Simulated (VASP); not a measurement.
# SnO (I4/mmm) in VASP: further runs

SnO is run at these levels: PBE, r2SCAN; tasks: single point.

All numbers are computed with VASP 6.6.1; they aren't measurements. Logs are shortened: lines on timing, memory, paths and dates and some standing lists are left out, and cuts for length are marked.

## (1) The cell of the first run

The structure is tetragonal, space group I4/mmm (No. 139). The conventional cell has a = 3.588 Å, b = 3.588 Å, c = 5.134 Å, α = 90.00°, β = 90.00°, γ = 90.00°. Sn (site symmetry 4/mmm) has 6 O at 2.54 to 2.57 Å within 3.3 Å. Within 3.3 Å of O (site symmetry 4/mmm) lie 6 Sn at 2.54 to 2.57 Å.

## (2) Single point, PBE (uniaxial z strain +1.2%)

INCAR

```
SYSTEM = SnO
PREC     = Accurate       ! precision mode
ENCUT    = 520            ! plane-wave cutoff, eV
EDIFF    = 1E-6           ! SCF threshold, eV
ISMEAR   = -1             ! smearing method
SIGMA    = 0.02           ! smearing width, eV
LREAL    = .FALSE.        ! projectors in reciprocal space
LASPH    = .TRUE.         ! aspherical terms in the spheres
NELM     = 100            ! most SCF steps
ALGO     = Normal         ! electronic algorithm
ISIF     = 2              ! what is computed and relaxed
LWAVE    = .FALSE.        ! write WAVECAR
LCHARG   = .FALSE.        ! write CHGCAR
GGA      = PE             ! functional
NBANDS   = 17             ! bands
```

KPOINTS

```
Automatic mesh
0
G
  8 8 8
  0 0 0
```

POSCAR

```
SnO
1.0
    0.0000000000      2.5369732568      2.5669095413
    2.5369732568      0.0000000000      2.5669095413
    2.5369732568      2.5369732568      0.0000000000
Sn O
1 1
Direct
    0.0000000000      0.0000000000      0.0000000000
    0.5000000000      0.5000000000      0.5000000000
```

Potentials or basis: VASP PAW PBE potentials, release 64 (Sn_d, O).

Launch:

```sh
$ cat potpaw_PBE.64/Sn_d/POTCAR potpaw_PBE.64/O/POTCAR > POTCAR
$ mpirun -np 1 vasp_std > vasp.out
```

OUTCAR:

```text
SYSTEM = SnO
   PREC = Accurate
   ENCUT = 520
   EDIFF = 1E-6
   ISMEAR = -1
   LREAL = .FALSE.
   LASPH = .TRUE.
   NELM = 100
   ISIF = 2
   GGA = PE

 ion  position               nearest neighbor table
   1  0.000  0.000  0.000-   2 2.54   2 2.54   2 2.54   2 2.54   2 2.57   2 2.57
   2  0.500  0.500  0.500-   1 2.54   1 2.54   1 2.54   1 2.54   1 2.57   1 2.57

  LATTYP: Found a body centered tetragonal cell.
 ALAT       =     3.5878219871
 C/A-ratio  =     1.4309012824

  Lattice vectors:

 A1 = (  -2.5369732568,   0.0000000000,   2.5669095413)
 A2 = (   2.5369732568,   0.0000000000,   2.5669095413)
 A3 = (   0.0000000000,   2.5369732568,  -2.5669095413)

Analysis of symmetry for initial positions (statically):
=====================================================================
 Subroutine PRICEL returns:
 Original cell was already a primitive cell.

 Routine SETGRP: Setting up the symmetry group for a
 body centered tetragonal supercell.

 Subroutine GETGRP returns: Found 16 space group operations
 (whereof 16 operations were pure point group operations)
 out of a pool of 16 trial point group operations.

The static configuration has the point symmetry D_4h.

Analysis of symmetry for dynamics (positions and initial velocities):
=====================================================================
 Subroutine PRICEL returns:
 Original cell was already a primitive cell.

 Routine SETGRP: Setting up the symmetry group for a
 body centered tetragonal supercell.

 Subroutine GETGRP returns: Found 16 space group operations
 (whereof 16 operations were pure point group operations)
 out of a pool of 16 trial point group operations.

The dynamic configuration has the point symmetry D_4h.

 Subroutine INISYM returns: Found 16 space group operations
 (whereof 16 operations are pure point group operations),
 and found     1 'primitive' translations

----------------------------------------------------------------------------------------

                                     Primitive cell

  volume of cell :      33.0425

  direct lattice vectors                    reciprocal lattice vectors
     0.000000000  2.536973257  2.566909541    -0.197085247  0.197085247  0.194786763
     2.536973257  0.000000000  2.566909541     0.197085247 -0.197085247  0.194786763
     2.536973257  2.536973257  0.000000000     0.197085247  0.197085247 -0.194786763

  length of vectors
     3.609052216  3.609052216  3.587821987     0.340039809  0.340039809  0.340039809

  position of ions in fractional coordinates (direct lattice)
     0.000000000  0.000000000  0.000000000
     0.500000000  0.500000000  0.500000000

  ion indices of the primitive-cell ions
   primitive index   ion index
                 1           1
                 2           2

----------------------------------------------------------------------------------------

 KPOINTS: Automatic mesh

Automatic generation of k-mesh.
 Grid dimensions read from file:
 generate k-points for:    8    8    8

 Generating k-lattice:

  Cartesian coordinates                     Fractional coordinates (reciprocal lattice)
    -0.024635656  0.024635656  0.024348345     0.125000000  0.000000000  0.000000000
     0.024635656 -0.024635656  0.024348345     0.000000000  0.125000000  0.000000000
     0.024635656  0.024635656 -0.024348345     0.000000000  0.000000000  0.125000000

  Length of vectors
     0.042504976  0.042504976  0.042504976

  Shift w.r.t. Gamma in fractional coordinates (k-lattice)
     0.000000000  0.000000000  0.000000000

 Subroutine IBZKPT returns following result:
 ===========================================

 Found     59 irreducible k-points:

 Following reciprocal coordinates:
            Coordinates               Weight
  0.000000  0.000000  0.000000      1.000000
  0.125000 -0.000000  0.000000      8.000000
  0.250000 -0.000000  0.000000      8.000000
  0.375000 -0.000000  0.000000      8.000000
  0.500000 -0.000000  0.000000      4.000000
  0.125000  0.125000  0.000000      2.000000
[... 16 lines left out ...]
  0.250000 -0.000000  0.125000     16.000000
  0.375000  0.000000  0.125000     16.000000
 [... further k-points ...]
   k-points           NKPTS =     59   k-points in BZ     NKDIM =     59   number of bands    NBANDS=     17
   number of dos      NEDOS =    301   number of ions     NIONS =      2
   total plane-waves  NPLWV =  21952
   dimension x,y,z NGX =    28 NGY =   28 NGZ =   28
   dimension x,y,z NGXF=    56 NGYF=   56 NGZF=   56
   ions per type =               1   1
   NGX,Y,Z   is equivalent  to a cutoff of  12.90, 12.90, 12.97 a.u.
   NGXF,Y,Z  is equivalent  to a cutoff of  25.80, 25.80, 25.95 a.u.
 SYSTEM =  SnO
   PREC   = accura    normal or accurate (medium, high low for compatibility)
   ISTART =      0    job   : 0-new  1-cont  2-samecut
   ICHARG =      2    charge: 1-file 2-atom 10-const
   ISPIN  =      1    spin polarized calculation?
   LNONCOLLINEAR =      F non collinear calculations
   LSORBIT =      F    spin-orbit coupling
   LASPH  =      T    aspherical Exc in radial PAW
   ENCUT  =  520.0 eV  38.22 Ry    6.18 a.u.   6.71  6.71  6.67*2*pi/ulx,y,z
   NELM   =    100;   NELMIN=  2; NELMDL= -5     # of ELM steps
   EDIFF  = 0.1E-05   stopping-criterion for ELM
   LREAL  =      F    real-space projection
   EDIFFG = 0.1E-04   stopping-criterion for IOM
   NSW    =      0    number of steps for IOM
   IBRION =     -1    ionic relax: 0-MD 1-quasi-New 2-CG
   NFREE  =      0    steps in history (QN), initial steepest desc. (CG)
   ISIF   =      2    stress and relaxation
   ISYM   =      2    0-nonsym 1-usesym 2-fastsym
   POTIM  = 0.5000    time-step for ionic-motion
   TEBEG  =    0.0;   TEEND  =   0.0 temperature during run
   PSTRESS=    0.0 pullay stress
   NELECT =      20.0000    total number of electrons
   NUPDOWN=      -1.0000    fix difference up-down
   EMIN   =  10.00;   EMAX   =-10.00  energy-range for DOS
   EFERMI =   0.00;   METHOD = LEGACY
   ISMEAR =    -1;   SIGMA  =   0.02  broadening in eV -4-tet -1-fermi 0-gaus
   EFERMI_NEDOS =   21; number of points for ismear=-14 and -15
   IALGO  =     38    algorithm
   IMIX   =      4    mixing-type and parameters
     AMIX     =   0.40;   BMIX     =  1.00
     AMIX_MAG =   1.60;   BMIX_MAG =  1.00
  volume/ion in A,a.u.               =      16.52       111.49
  Fermi-wavevector in a.u.,A,eV,Ry     =   1.384822  2.616935 26.092339  1.917733
  Thomas-Fermi vector in A             =   2.509290
   LORBIT       =      0    0 simple, 1 ext, 2 COOP (PROOUT), +10 PAW based schemes
   GGA     = PE    functional components
[... 5 lines left out ...]
 non-spin polarized calculation
  energy-cutoff  :      520.00
  volume of cell :       33.04
 maximum number of plane-waves:       910
   NGX = 13   NGY = 13   NGZ = 13

 number of electron      19.9999989 magnetization

 Free energy of the ion-electron system (eV)
  ---------------------------------------------------
  ext. energy  EPLUGINS =         0.00000000
  ---------------------------------------------------
  free energy    TOTEN  =       -10.47740768 eV

  energy without entropy =      -10.47740768  energy(sigma->0) =      -10.47740768

 E-fermi :   7.8388     XC(G=0): -10.7827

 val. band max:        7.4293176690   @ k =  -0.2500   0.2500   0.0000
 cond. band min:       8.2775758345   @ k =   0.5000  -0.0000   0.1250
 fundamental gap:      0.8482581654
 Fermi energy:         7.8387662061

 k-point     1 :       0.0000    0.0000    0.0000
  band No.  band energies     occupation
      1     -13.8373      2.00000
      2     -13.8373      2.00000
      3     -13.8368      2.00000
      4     -13.7770      2.00000
      5     -13.7654      2.00000
      6     -10.9134      2.00000
[... 9 lines left out ...]
     16      17.7706      0.00000
     17      18.0402      0.00000

 k-point     2 :       0.1250   -0.0000    0.0000
  band No.  band energies     occupation
      1     -13.8364      2.00000
      2     -13.8309      2.00000
      3     -13.8305      2.00000
      4     -13.7783      2.00000
      5     -13.7677      2.00000
      6     -10.8307      2.00000
[... 9 lines left out ...]
     16      18.3667      0.00000
     17      20.7490      0.00000

 k-point     3 :       0.2500   -0.0000    0.0000
  band No.  band energies     occupation
      1     -13.8350      2.00000
      2     -13.8243      2.00000
      3     -13.8225      2.00000
      4     -13.7720      2.00000
      5     -13.7663      2.00000
      6     -10.6209      2.00000
[... 9 lines left out ...]
     16      19.5095      0.00000
     17      22.9265      0.00000

 k-point     4 :       0.3750   -0.0000    0.0000
  band No.  band energies     occupation
      1     -13.8346      2.00000
      2     -13.8294      2.00000
      3     -13.8254      2.00000
      4     -13.7540      2.00000
      5     -13.7536      2.00000
      6     -10.3960      2.00000
[... 9 lines left out ...]
     16      20.8681      0.00000
     17      22.6156      0.00000

 k-point     5 :       0.5000   -0.0000    0.0000
  band No.  band energies     occupation
      1     -13.8354      2.00000
      2     -13.8322      2.00000
      3     -13.8286      2.00000
      4     -13.7461      2.00000
      5     -13.7449      2.00000
      6     -10.2977      2.00000
[... 9 lines left out ...]
     16      21.7237      0.00000
     17      22.0639      0.00000

 k-point     6 :       0.1250    0.1250    0.0000
  band No.  band energies     occupation
      1     -13.8429      2.00000
      2     -13.8243      2.00000
      3     -13.8243      2.00000
      4     -13.7948      2.00000
      5     -13.7599      2.00000
      6     -10.7968      2.00000
[... 9 lines left out ...]
     16      19.5390      0.00000
     17      20.7362      0.00000
[... 281 lines left out ...]
 k-point    21 :       0.5000    0.5000    0.0000
  band No.  band energies     occupation
      1     -14.0096      2.00000
      2     -13.8784      2.00000
      3     -13.7451      2.00000
      4     -13.7451      2.00000
      5     -13.7285      2.00000
      6      -9.8560      2.00000
[... 9 lines left out ...]
     16      26.2880      0.00000
     17      27.3159      0.00000

 k-point    22 :       0.1250    0.0000    0.1250
  band No.  band energies     occupation
      1     -13.8437      2.00000
      2     -13.8245      2.00000
      3     -13.8228      2.00000
      4     -13.7849      2.00000
      5     -13.7675      2.00000
      6     -10.7971      2.00000
[... 9 lines left out ...]
     16      19.5448      0.00000
     17      20.8415      0.00000

 k-point    23 :       0.2500   -0.0000    0.1250
  band No.  band energies     occupation
      1     -13.8454      2.00000
      2     -13.8164      2.00000
      3     -13.8122      2.00000
      4     -13.7979      2.00000
      5     -13.7611      2.00000
      6     -10.6146      2.00000
[... 9 lines left out ...]
     16      20.7762      0.00000
     17      23.1683      0.00000

 k-point    24 :       0.3750    0.0000    0.1250
  band No.  band energies     occupation
      1     -13.8448      2.00000
      2     -13.8278      2.00000
      3     -13.8127      2.00000
      4     -13.7845      2.00000
      5     -13.7485      2.00000
      6     -10.3781      2.00000
[... 9 lines left out ...]
     16      21.7048      0.00000
     17      23.5651      0.00000

 [... further k-points ...]
[... 5 lines left out ...]
  --------------------------------------------------------------------------------------
  -------------------------------------------------------------------------------------
  Total        0.3048853      0.3048853      0.1161195      0.0000000      0.0000000     -0.0000000
  in kB       14.7834135     14.7834135      5.6304525      0.0000000      0.0000000     -0.0000000
  external PRESSURE =      11.7324265 kB  Pullay stress =       0.0000000 kB

 VOLUME and BASIS-vectors are now :
 -----------------------------------------------------------------------------
  energy-cutoff  :      520.00
  volume of cell :       33.04
      direct lattice vectors                 reciprocal lattice vectors
     0.000000000  2.536973257  2.566909541    -0.197085247  0.197085247  0.194786763
     2.536973257  0.000000000  2.566909541     0.197085247 -0.197085247  0.194786763
     2.536973257  2.536973257  0.000000000     0.197085247  0.197085247 -0.194786763

 POSITION                                       TOTAL-FORCE (eV/Angst)
 -----------------------------------------------------------------------------------
      0.00000      0.00000      0.00000         0.000000     -0.000000      0.000000
      2.53697      2.53697      2.56691        -0.000000      0.000000     -0.000000
 -----------------------------------------------------------------------------------
    total drift:                                0.000000      0.000000      0.000000

  FREE ENERGIE OF THE ION-ELECTRON SYSTEM (eV)
  ---------------------------------------------------
  free  energy   TOTEN  =       -10.4774076787 eV

  energy  without entropy=      -10.4774076787  energy(sigma->0) =      -10.47740768
```

It took 50 s on 1 thread of Intel Xeon 8259CL, shared host; peak memory 0.17 GiB.

Results:

```
Free energy            : -10.4774 eV
Pressure               : 1.2 GPa
Band gap on the k mesh : 0.85 eV, indirect (least direct gap 0.93 eV)
```

Stress tensor (GPa, compression positive):
```
1.48 0.00 0.00
0.00 1.48 0.00
0.00 0.00 0.56
```

Caveat: the cell differs from its parent crystal (uniaxial z strain +1.2%); spin-orbit coupling is left out, which moves the levels of the heavy elements. A k mesh can miss the band edges.

## (3) Single point, r2SCAN (uniaxial z strain +1.2%)

POSCAR is that of step 2.

INCAR.step1

```
SYSTEM = SnO
  PREC = Accurate
  ENCUT = 520
  ISMEAR = -1
  SIGMA = 0.02
  LREAL = .FALSE.
  LASPH = .TRUE.
  NELM = 60
  NBANDS = 17
  GGA = PE
  ALGO = Normal
  EDIFF = 1E-4
  LWAVE = .TRUE.
  LCHARG = .FALSE.
```

INCAR.step2

```
SYSTEM = SnO
  PREC = Accurate
  ENCUT = 520
  EDIFF = 1E-6
  ISMEAR = -1
  SIGMA = 0.02
  LREAL = .FALSE.
  LASPH = .TRUE.
  NELM = 60
  ALGO = Normal
  ISIF = 2
  LWAVE = .FALSE.
  LCHARG = .FALSE.
  METAGGA = R2SCAN
  LMIXTAU = .TRUE.
  NBANDS = 17
  ISTART = 1
```

KPOINTS is that of step 2.

Potentials or basis: VASP PAW PBE potentials, release 64 (Sn_d, O).

Launch:

```sh
$ cat potpaw_PBE.64/Sn_d/POTCAR potpaw_PBE.64/O/POTCAR > POTCAR
$ cp INCAR.step1 INCAR
$ mpirun -np 1 vasp_std > vasp.out
$ cp INCAR.step2 INCAR
$ mpirun -np 1 vasp_std > vasp.out
```

Run time: 3.9 min. Hardware: 1 thread of Intel Xeon 8259CL, shared host; peak memory 0.18 GiB.

It converged, with:

```yaml
Free_energy: -32.2528 eV
Pressure: -1.0 GPa
Band_gap_on_the_k_mesh: 0.98 eV, indirect (least direct gap 0.98 eV)
```

Stress tensor (GPa, compression positive):
```
-0.73  0.00  0.00
 0.00 -0.73  0.00
 0.00  0.00 -1.57
```

Levels at points of the mesh, in eV from the valence-band top:
| k point | band 8 | band 9 | band 10 | band 11 | band 12 | band 13 |
| --- | --- | --- | --- | --- | --- | --- |
| (0.00, 0.00, 0.00) | -3.26 | -3.26 | -3.19 | 8.08 | 8.36 | 8.36 |
| (0.50, 0.00, 0.00) | -3.04 | -3.03 | -0.34 | 1.05 | 4.75 | 4.91 |
| (0.50, 0.50, 0.00) | -4.45 | -4.32 | -4.32 | 4.00 | 5.90 | 6.49 |
| (0.50, 0.00, 0.50) | -4.43 | -4.39 | -4.28 | 4.12 | 5.80 | 6.29 |

Caveat: the cell differs from its parent crystal (uniaxial z strain +1.2%); the PAW data sets were made with another functional, which shifts forces and pressure a little; spin-orbit coupling is left out, which moves the levels of the heavy elements.
